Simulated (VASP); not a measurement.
Runs of VASP 6.6.1 on Cd. The structure is that of space group Im-3m (No. 229), or close to it. The cells are those of the table. This isn't the form of Cd at room conditions, which is hcp.

```csv
level,cell,grid for exact exchange (PRECFOCK),share of exact exchange,screening parameter,gap on the mesh (eV),pressure (GPa)
PBE,"a = 3.099 Å, angles 109.5°, 1 atom",-,-,-,none,0.6
PBE,"a = 3.060 Å, angles 109.5°, 1 atom",-,-,-,none,(a)
HSE06,"a = 3.080 Å, angles 109.5°, 1 atom",Normal,0.25,0.2079 1/Å,none,-0.4
PBE,"a = 3.039 Å, angles 109.5°, 1 atom",-,-,-,none,3.5
```

Alike in all rows: task single point; potentials or basis VASP PAW PBE potentials, release 64 (Cd); no spin polarisation; k mesh 8 × 8 × 8; cutoff (eV) 520; smearing gaussian 0.05 eV.

**Question.** Fill in the values left out.

**Answer.** (a) 2.2.

Caveats: the PAW data sets were made with another functional, which shifts forces and pressure a little (at least some runs); the cell stands under pressure (at least some runs).

A k mesh can miss the band edges, and the runs leave out spin-orbit coupling on Cd.

A gap of «none» marks levels without a gap at the run's occupations.
